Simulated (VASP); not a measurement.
# ZnO: single point with PBE

The system is ZnO.

```
Zn O
1.0
     4.10045    0.00000    0.00000
     0.00000    4.10045    0.00000
     0.00000    0.00000    4.10045
Zn O
3 3
Direct
  0.50000 0.00000 0.00000
  0.00000 0.50000 0.00000
  0.00000 0.00000 0.50000
  0.00000 0.50000 0.50000
  0.50000 0.00000 0.50000
  0.50000 0.50000 0.00000
```

| Property | Result |
| --- | --- |
| Program | VASP 6.6.1 |
| Task | single point |
| Functional | PBE |
| Potentials or basis | VASP PAW PBE potentials, release 64 (Zn, O) |
| Cutoff | 520 eV |
| k mesh | 4 × 4 × 4 |
| Occupations | gaussian, width 0.1 eV |
| Spin | collinear spin, ferromagnetic start |
| Starting moments | [0.0, 0.0, 0.0, 1.0, 1.0, 1.0] μB |
| Dipole correction | no |
| Further INCAR settings | ALGO = Normal; EDIFF = 1e-07; NBANDS = 40 |

```
Pressure                                              : 0.9 GPa
Band gap on the k mesh                                : zero (filled and empty bands overlap)
Net moment                                            : 0.00 μB per cell
Valence electrons inside the program's atomic spheres : Zn 10.72; O 4.94
```

Levels at points of the mesh, in eV from the Fermi level:
Spin up:
```tsv
k point	band 25	band 26	band 27	band 28	band 29	band 30
(0.00, 0.00, 0.00)	-1.92	-0.58	-0.58	-0.58	4.93	4.93
(0.50, 0.00, 0.00)	-1.63	-0.62	-0.62	1.54	2.04	5.87
(0.50, 0.50, 0.00)	-0.81	-0.14	-0.10	1.22	4.57	4.57
(0.50, 0.50, 0.50)	0.06	0.06	0.07	0.07	6.68	6.68
```
Spin down:
```tsv
k point	band 24	band 25	band 26	band 27	band 28	band 29	band 30	band 31
(0.00, 0.00, 0.00)	-2.99	-1.92	-0.58	-0.58	-0.58	4.93	4.93	6.58
(0.50, 0.00, 0.00)	-2.45	-1.63	-0.62	-0.62	1.54	2.04	5.87	5.87
(0.50, 0.50, 0.00)	-2.08	-0.81	-0.14	-0.10	1.22	4.57	4.57	5.23
(0.50, 0.50, 0.50)	0.06	0.06	0.06	0.07	0.07	6.68	6.68	6.68
```

It took 85 s on 1 thread of Intel(R) Xeon(R) Platinum 8259CL CPU @ 2.50GHz (Skylake/Cascade Lake), on a shared host, peak memory 0.2 GiB.

Caveat: the k points lie up to 0.38 Å⁻¹ apart.
